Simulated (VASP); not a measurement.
Runs of VASP 6.6.1 on TaN. The structure is that of space group I4/mmm (No. 139), or close to it. The cells are those of the table. 

```tsv
cell	gap on the mesh (eV)	pressure (GPa)
a = 3.085, b = 3.085, c = 3.236 Å, angles 58.4, 58.4, 63.2°, 2 atoms	none	3.7
a = 3.006, b = 3.006, c = 3.082 Å, angles 59.2, 59.2, 61.7°, 2 atoms	none	37.6
a = 3.045, b = 3.045, c = 3.159 Å, angles 58.8, 58.8, 62.5°, 2 atoms	none	18.2
a = 3.083, b = 3.083, c = 3.159 Å, angles 59.2, 59.2, 61.6°, 2 atoms	none	(a)
```

Alike in all rows: task single point; level r2SCAN; potentials or basis VASP PAW PBE potentials, release 64 (Ta_pv, N); no spin polarisation; k mesh 18 × 18 × 18; cutoff (eV) 520; smearing gaussian 0.15 eV.

Problem. Estimate the missing entries.

Solution. (a) 4.9.

Caveats: the PAW data sets were made with another functional, which shifts forces and pressure a little; spin-orbit coupling is left out, which moves the levels of the heavy elements; the stress differs along the axes, from -17 to 45 GPa (at least some runs); the stress differs along the axes, from 21 to 70 GPa (at least some runs); the stress differs along the axes, from -1 to 57 GPa (at least some runs); the stress differs along the axes, from -6 to 27 GPa (at least some runs).

A k mesh can miss the band edges, and the runs leave out spin-orbit coupling on Ta.

A gap of «none» marks levels without a gap at the run's occupations.
